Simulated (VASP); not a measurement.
Crystal: Ca3F.

```xyz
4
Lattice="4.5322 0.0000 0.0000 0.0000 4.5322 0.0000 0.0000 0.0000 4.5322" Properties=species:S:1:pos:R:3 pbc="T T T"
Ca    0.0000    2.2661    2.2661
Ca    2.2661    0.0000    2.2661
Ca    2.2661    2.2661    0.0000
F     0.0000    0.0000    0.0000
```

* Program: VASP 6.6.1
* Task: relaxation of cell and atoms
* Functional: PBE
* Potentials or basis: VASP PAW PBE potentials, release 64 (Ca_sv, F)
* Cutoff: 600 eV
* k mesh: 4 × 4 × 4
* Occupations: gaussian, width 0.1 eV
* Spin: no spin polarisation

At the start: pressure 11.6 GPa; volume 23.27 Å³/atom.

Task: How do energy, volume and symmetry change on relaxing?

Result: Over 4 steps the energy falls by 304.2 meV/atom and the volume is 34.15 Å³/atom (+46.7 %); space group Pm-3m (No. 221, to 0.1 Å) before and after.

The path:
```tsv
step	energy change (eV)	largest force (eV/Å)	pressure (GPa)	volume (Å³)
1	0.0000	0.0000	11.64	93.10
2	-1.0460	0.0000	3.12	117.80
3	-1.2072	0.0000	0.66	132.02
4	-1.2167	0.0000	0.02	136.61
```

Final structure:
```
Ca F
1.0
     5.15029    0.00000    0.00000
     0.00000    5.15029    0.00000
     0.00000    0.00000    5.15029
Ca F
3 1
Direct
  0.00000 0.50000 0.50000
  0.50000 0.00000 0.50000
  0.50000 0.50000 0.00000
  0.00000 0.00000 0.00000
```

Caveat: the volume moved by over 15 % at a fixed basis, so the end points are rough; an odd number of electrons without spin polarisation forces a metal; a magnetic or distorted state may lie lower.
